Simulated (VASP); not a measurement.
Write the native input for VASP 6.6.1 that does the following.

```yaml
Task: single point
Functional: PBEsol
Potentials_or_basis: VASP PAW PBE potentials, release 64 (Zn, O)
Cutoff: 520 eV
k_mesh: 2 × 2 × 1
Occupations: gaussian, width 0.02 eV
Spin: collinear spin, zero start
Starting_moments: "[0.0, 0.0, 0.0, 0.0, 0.0, 0.0, 0.0, 0.0, 0.0, 0.0, 0.0, 0.0, 0.0] μB"
Dipole_correction: no
Further_INCAR_settings: ALGO = Normal; EDIFF = 1e-07; NBANDS = 73
```

The structure of Zn6O7 lies in POSCAR:

```
Zn6O7
1.0
    5.6348810000      0.0000000000      0.0000000000
   -2.8174400000      5.4554530000      0.0000000000
    0.0000000000      0.0000000000     17.4682400000
Zn O
6 7
Direct
    0.3333333925      0.0000000000      0.0572468091
    0.3207623993      0.4997458506      0.0629050208
    0.8857337458      0.1019050114      0.1428047130
    0.8790300110      0.6025571112      0.1012850751
    0.4269499802      0.1942665440      0.2025809698
    0.4051831325      0.7180996702      0.2058193613
    0.1528755086      0.6801629489      0.0228128878
    0.1194924470      0.1679147451      0.0498922616
    0.6392175487      0.7403436525      0.1124085769
    0.6551770685      0.2534324831      0.1025245245
    0.1537264243      0.8434472811      0.1700258870
    0.2296672241      0.3719058711      0.1972553617
    0.6459235315      1.0450683014      0.2328840799
```

These files were run (other wordings do the same):

INCAR

```
PREC     = Accurate       # precision mode
ENCUT    = 520            # plane-wave cutoff, eV
EDIFF    = 1E-7           # SCF threshold, eV
ISMEAR   = 0              # smearing method
SIGMA    = 0.02           # smearing width, eV
LREAL    = False          # projectors in reciprocal space
LASPH    = True           # aspherical terms in the spheres
NELM     = 150            # most SCF steps
ALGO     = Normal         # electronic algorithm
ISIF     = 2              # what is computed and relaxed
LWAVE    = False          # write WAVECAR
LCHARG   = False          # write CHGCAR
ISPIN    = 2              # spin polarisation
MAGMOM   = 0 0 0 0 0 0 0 0 0 0 0 0 0 # initial moments
LORBIT   = 11             # projections on sites
GGA      = PS             # functional
NBANDS   = 73             # bands
```

KPOINTS

```
regular mesh
0
Gamma
  2 2 1
```

Potentials or basis: VASP PAW PBE potentials, release 64 (Zn, O).

Launch:

```sh
$ cat potpaw_PBE.64/Zn/POTCAR potpaw_PBE.64/O/POTCAR > POTCAR
$ mpirun -np 1 vasp_std > vasp.out
```

It gave:

The largest force is 0.485 eV/Å and the band gap on the k mesh is 0.04 eV. The net moment is 0.00 μB per cell and the valence electrons inside the program's atomic spheres are Zn 10.90, 10.92, 10.75, 10.91, 10.83, 10.87; O 4.95, 4.94, 4.97, 4.96, 4.93, 4.92 (each value once).

Caveat: the k points lie up to 0.63 Å⁻¹ apart; the PAW data sets were made with another functional, which shifts forces and pressure a little.

Wall time 28 min on 1 thread of Intel(R) Xeon(R) Platinum 8259CL CPU @ 2.50GHz (Skylake/Cascade Lake), on a shared host, peak memory 0.93 GiB.
